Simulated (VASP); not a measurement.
# TiC (Fm-3m) in VASP: single point with PBEsol

Aim: the single point of TiC with PBEsol.

Program: VASP 6.6.1. These are calculated values, not measurements. Logs are shortened: lines on timing, memory, paths and dates and some standing lists are left out, and cuts for length are marked.

## Step 1: The cell of the first run

The structure is cubic, space group Fm-3m (No. 225). Conventional cell: a = 4.293 Å, b = 4.293 Å, c = 4.293 Å, α = 90.00°, β = 90.00°, γ = 90.00°. Within 2.8 Å of Ti (site symmetry m-3m) lie 6 C at 2.15 Å. Within 2.8 Å of C (site symmetry m-3m) lie 6 Ti at 2.15 Å.

## Step 2: Single point, PBEsol

Contents of INCAR:

```
PREC     = Accurate       # precision mode
ENCUT    = 520            # plane-wave cutoff, eV
EDIFF    = 1E-7           # SCF threshold, eV
ISMEAR   = 0              # smearing method
SIGMA    = 0.1            # smearing width, eV
LREAL    = False          # projectors in reciprocal space
LASPH    = True           # aspherical terms in the spheres
NELM     = 100            # most SCF steps
ALGO     = Normal         # electronic algorithm
ISIF     = 2              # what is computed and relaxed
LWAVE    = False          # write WAVECAR
LCHARG   = False          # write CHGCAR
GGA      = PS             # functional
NBANDS   = 15             # bands
```

Contents of KPOINTS:

```
regular mesh
0
Gamma
  16 16 16
```

Contents of POSCAR:

```
TiC
1.0
    0.0000000000      2.1466778699      2.1466778699
    2.1466778699      0.0000000000      2.1466778699
    2.1466778699      2.1466778699      0.0000000000
Ti C
1 1
Direct
    0.0000000000      0.0000000000      0.0000000000
    0.5000000000      0.5000000000      0.5000000000
```

Potentials or basis: VASP PAW PBE potentials, release 64 (Ti_sv, C).

Launch:

```sh
$ cat potpaw_PBE.64/Ti_sv/POTCAR potpaw_PBE.64/C/POTCAR > POTCAR
$ mpirun -np 1 vasp_std > vasp.out
```

OUTCAR:

```text
PREC = Accurate
   ENCUT = 520
   EDIFF = 1E-7
   ISMEAR = 0
   LREAL = False
   LASPH = True
   NELM = 100
   ISIF = 2
   GGA = PS

 ion  position               nearest neighbor table
   1  0.000  0.000  0.000-   2 2.15   2 2.15   2 2.15   2 2.15   2 2.15   2 2.15
   2  0.500  0.500  0.500-   1 2.15   1 2.15   1 2.15   1 2.15   1 2.15   1 2.15

  LATTYP: Found a face centered cubic cell.
 ALAT       =     4.2933557398

  Lattice vectors:

 A1 = (   0.0000000000,   2.1466778699,   2.1466778699)
 A2 = (   2.1466778699,   0.0000000000,   2.1466778699)
 A3 = (   2.1466778699,   2.1466778699,   0.0000000000)

Analysis of symmetry for initial positions (statically):
=====================================================================
 Subroutine PRICEL returns:
 Original cell was already a primitive cell.

 Routine SETGRP: Setting up the symmetry group for a
 face centered cubic supercell.

 Subroutine GETGRP returns: Found 48 space group operations
 (whereof 48 operations were pure point group operations)
 out of a pool of 48 trial point group operations.

The static configuration has the point symmetry O_h .

Analysis of symmetry for dynamics (positions and initial velocities):
=====================================================================
 Subroutine PRICEL returns:
 Original cell was already a primitive cell.

 Routine SETGRP: Setting up the symmetry group for a
 face centered cubic supercell.

 Subroutine GETGRP returns: Found 48 space group operations
 (whereof 48 operations were pure point group operations)
 out of a pool of 48 trial point group operations.

The dynamic configuration has the point symmetry O_h .

 Subroutine INISYM returns: Found 48 space group operations
 (whereof 48 operations are pure point group operations),
 and found     1 'primitive' translations

----------------------------------------------------------------------------------------

                                     Primitive cell

  volume of cell :      19.7848

  direct lattice vectors                    reciprocal lattice vectors
     0.000000000  2.146677870  2.146677870    -0.232918039  0.232918039  0.232918039
     2.146677870  0.000000000  2.146677870     0.232918039 -0.232918039  0.232918039
     2.146677870  2.146677870  0.000000000     0.232918039  0.232918039 -0.232918039

  length of vectors
     3.035860958  3.035860958  3.035860958     0.403425878  0.403425878  0.403425878

  position of ions in fractional coordinates (direct lattice)
     0.000000000  0.000000000  0.000000000
     0.500000000  0.500000000  0.500000000

  ion indices of the primitive-cell ions
   primitive index   ion index
                 1           1
                 2           2

----------------------------------------------------------------------------------------

 KPOINTS: regular mesh

Automatic generation of k-mesh.
 Grid dimensions read from file:
 generate k-points for:   16   16   16

 Generating k-lattice:

  Cartesian coordinates                     Fractional coordinates (reciprocal lattice)
    -0.014557377  0.014557377  0.014557377     0.062500000  0.000000000  0.000000000
     0.014557377 -0.014557377  0.014557377     0.000000000  0.062500000  0.000000000
     0.014557377  0.014557377 -0.014557377     0.000000000  0.000000000  0.062500000

  Length of vectors
     0.025214117  0.025214117  0.025214117

  Shift w.r.t. Gamma in fractional coordinates (k-lattice)
     0.000000000  0.000000000  0.000000000

 Subroutine IBZKPT returns following result:
 ===========================================

 Found    145 irreducible k-points:

 Following reciprocal coordinates:
            Coordinates               Weight
  0.000000  0.000000  0.000000      1.000000
  0.062500  0.000000  0.000000      8.000000
  0.125000  0.000000  0.000000      8.000000
  0.187500  0.000000  0.000000      8.000000
  0.250000  0.000000  0.000000      8.000000
  0.312500  0.000000  0.000000      8.000000
[... 16 lines left out ...]
 -0.125000  0.062500  0.000000     24.000000
 -0.062500  0.062500  0.000000     12.000000
 [... further k-points ...]
   k-points           NKPTS =    145   k-points in BZ     NKDIM =    145   number of bands    NBANDS=     15
   number of dos      NEDOS =    301   number of ions     NIONS =      2
   total plane-waves  NPLWV =  13824
   dimension x,y,z NGX =    24 NGY =   24 NGZ =   24
   dimension x,y,z NGXF=    48 NGYF=   48 NGZF=   48
   ions per type =               1   1
   NGX,Y,Z   is equivalent  to a cutoff of  13.14, 13.14, 13.14 a.u.
   NGXF,Y,Z  is equivalent  to a cutoff of  26.29, 26.29, 26.29 a.u.
 SYSTEM =  unknown system
   PREC   = accura    normal or accurate (medium, high low for compatibility)
   ISTART =      0    job   : 0-new  1-cont  2-samecut
   ICHARG =      2    charge: 1-file 2-atom 10-const
   ISPIN  =      1    spin polarized calculation?
   LNONCOLLINEAR =      F non collinear calculations
   LSORBIT =      F    spin-orbit coupling
   LASPH  =      T    aspherical Exc in radial PAW
   ENCUT  =  520.0 eV  38.22 Ry    6.18 a.u.   5.64  5.64  5.64*2*pi/ulx,y,z
   NELM   =    100;   NELMIN=  2; NELMDL= -5     # of ELM steps
   EDIFF  = 0.1E-06   stopping-criterion for ELM
   LREAL  =      F    real-space projection
   EDIFFG = 0.1E-05   stopping-criterion for IOM
   NSW    =      0    number of steps for IOM
   IBRION =     -1    ionic relax: 0-MD 1-quasi-New 2-CG
   NFREE  =      0    steps in history (QN), initial steepest desc. (CG)
   ISIF   =      2    stress and relaxation
   ISYM   =      2    0-nonsym 1-usesym 2-fastsym
   POTIM  = 0.5000    time-step for ionic-motion
   TEBEG  =    0.0;   TEEND  =   0.0 temperature during run
   PSTRESS=    0.0 pullay stress
   NELECT =      16.0000    total number of electrons
   NUPDOWN=      -1.0000    fix difference up-down
   EMIN   =  10.00;   EMAX   =-10.00  energy-range for DOS
   EFERMI =   0.00;   METHOD = LEGACY
   ISMEAR =     0;   SIGMA  =   0.10  broadening in eV -4-tet -1-fermi 0-gaus
   EFERMI_NEDOS =   21; number of points for ismear=-14 and -15
   IALGO  =     38    algorithm
   IMIX   =      4    mixing-type and parameters
     AMIX     =   0.40;   BMIX     =  1.00
     AMIX_MAG =   1.60;   BMIX_MAG =  1.00
  volume/ion in A,a.u.               =       9.89        66.76
  Fermi-wavevector in a.u.,A,eV,Ry     =   1.525239  2.882284 31.651975  2.326354
  Thomas-Fermi vector in A             =   2.633437
   LORBIT       =      0    0 simple, 1 ext, 2 COOP (PROOUT), +10 PAW based schemes
   GGA     = PS    functional components
   LHFCALC =     F    Hartree Fock is set to
   AEXX    =    0.0000 exact exchange contribution
   IVDW    =     0    specifies the selected vdW correction
   LEPSILON=     F    determine dielectric tensor
   LRPA    =     F    only Hartree local field effects (RPA)
 non-spin polarized calculation
 Gauss-broadening in eV      SIGMA  =   0.10
  energy-cutoff  :      520.00
  volume of cell :       19.78
 maximum number of plane-waves:       544
   NGX = 11   NGY = 11   NGZ = 11

 number of electron      16.0000003 magnetization

 Free energy of the ion-electron system (eV)
  ---------------------------------------------------
  ext. energy  EPLUGINS =         0.00000000
  ---------------------------------------------------
  free energy    TOTEN  =       -19.80236757 eV

  energy without entropy =      -19.80041927  energy(sigma->0) =      -19.80139342

 E-fermi :   9.6042     XC(G=0): -12.9981

 val. band max:        9.5938234409   @ k =   0.1250   0.1250   0.0000
 cond. band min:       9.6055782220   @ k =   0.1250   0.0625   0.0000
 fundamental gap:      0.0117547811
 Fermi energy:         9.6042364795

 k-point     1 :       0.0000    0.0000    0.0000
  band No.  band energies     occupation
      1     -46.6371      2.00000
      2     -22.7491      2.00000
      3     -22.7491      2.00000
      4     -22.7491      2.00000
      5      -2.8756      2.00000
      6      10.2880      0.00000
      7      10.2880      0.00000
      8      10.2880      0.00000
      9      11.3533      0.00000
     10      11.3533      0.00000
     11      11.3533      0.00000
     12      11.3983      0.00000
     13      11.3983      0.00000
     14      20.4860      0.00000
     15      23.6475      0.00000

 k-point     2 :       0.0625    0.0000    0.0000
  band No.  band energies     occupation
      1     -46.6339      2.00000
      2     -22.7713      2.00000
      3     -22.7512      2.00000
      4     -22.7512      2.00000
      5      -2.7834      2.00000
      6       9.8416      0.00079
      7      10.0943      0.00000
      8      10.0943      0.00000
      9      10.6651      0.00000
     10      10.6651      0.00000
     11      11.5942      0.00000
     12      12.4157      0.00000
     13      12.4157      0.00000
     14      20.6436      0.00000
     15      23.7037      0.00000

 k-point     3 :       0.1250    0.0000    0.0000
  band No.  band energies     occupation
      1     -46.6248      2.00000
      2     -22.8342      2.00000
      3     -22.7570      2.00000
      4     -22.7570      2.00000
      5      -2.5126      2.00000
      6       8.9515      2.00000
      7       9.3204      1.99994
      8       9.3204      1.99994
      9      10.7334      0.00000
     10      10.7334      0.00000
     11      11.9335      0.00000
     12      13.5155      0.00000
     13      13.5155      0.00000
     14      21.0220      0.00000
     15      23.7802      0.00000
[... 343 lines left out ...]
 k-point    23 :      -0.1250    0.0625    0.0000
  band No.  band energies     occupation
      1     -46.6182      2.00000
      2     -22.8707      2.00000
      3     -22.7777      2.00000
      4     -22.7540      2.00000
      5      -2.3110      2.00000
      6       8.4645      2.00000
      7       8.8000      2.00000
      8       8.9911      2.00000
      9      10.6113      0.00000
     10      11.2015      0.00000
     11      12.2536      0.00000
     12      13.3643      0.00000
     13      14.5177      0.00000
     14      21.2748      0.00000
     15      23.7951      0.00000

 k-point    24 :      -0.0625    0.0625    0.0000
  band No.  band energies     occupation
      1     -46.6288      2.00000
      2     -22.8020      2.00000
      3     -22.7637      2.00000
      4     -22.7504      2.00000
      5      -2.6326      2.00000
      6       9.3846      1.99810
      7       9.5569      1.49710
      8       9.5906      1.15316
      9      10.4040      0.00000
     10      11.0291      0.00000
     11      11.9518      0.00000
     12      12.5478      0.00000
     13      13.4362      0.00000
     14      20.8851      0.00000
     15      23.7684      0.00000

 [... further k-points ...]
[... 5 lines left out ...]
  --------------------------------------------------------------------------------------
  -------------------------------------------------------------------------------------
  Total        0.0295467      0.0295467      0.0295467     -0.0000000     -0.0000000      0.0000000
  in kB        2.3927043      2.3927043      2.3927043     -0.0000000     -0.0000000      0.0000000
  external PRESSURE =       2.3927043 kB  Pullay stress =       0.0000000 kB

 VOLUME and BASIS-vectors are now :
 -----------------------------------------------------------------------------
  energy-cutoff  :      520.00
  volume of cell :       19.78
      direct lattice vectors                 reciprocal lattice vectors
     0.000000000  2.146677870  2.146677870    -0.232918039  0.232918039  0.232918039
     2.146677870  0.000000000  2.146677870     0.232918039 -0.232918039  0.232918039
     2.146677870  2.146677870  0.000000000     0.232918039  0.232918039 -0.232918039

 POSITION                                       TOTAL-FORCE (eV/Angst)
 -----------------------------------------------------------------------------------
      0.00000      0.00000      0.00000         0.000000      0.000000      0.000000
      2.14668      2.14668      2.14668        -0.000000     -0.000000     -0.000000
 -----------------------------------------------------------------------------------
    total drift:                                0.000000     -0.000000     -0.000000

  FREE ENERGIE OF THE ION-ELECTRON SYSTEM (eV)
  ---------------------------------------------------
  free  energy   TOTEN  =       -19.8023675740 eV

  energy  without entropy=      -19.8004192705  energy(sigma->0) =      -19.80139342
```

Wall time 28 s (1 thread of AMD EPYC 9R45 (Zen 5), shared host); peak memory 0.14 GiB.

What came out:

- Free energy: -19.8024 eV
- Pressure: 0.2 GPa
- Band gap on the k mesh: zero (bands 8 and 9 overlap by 1.09 eV)

Caveat: the PAW data sets were made with another functional, which shifts forces and pressure a little.
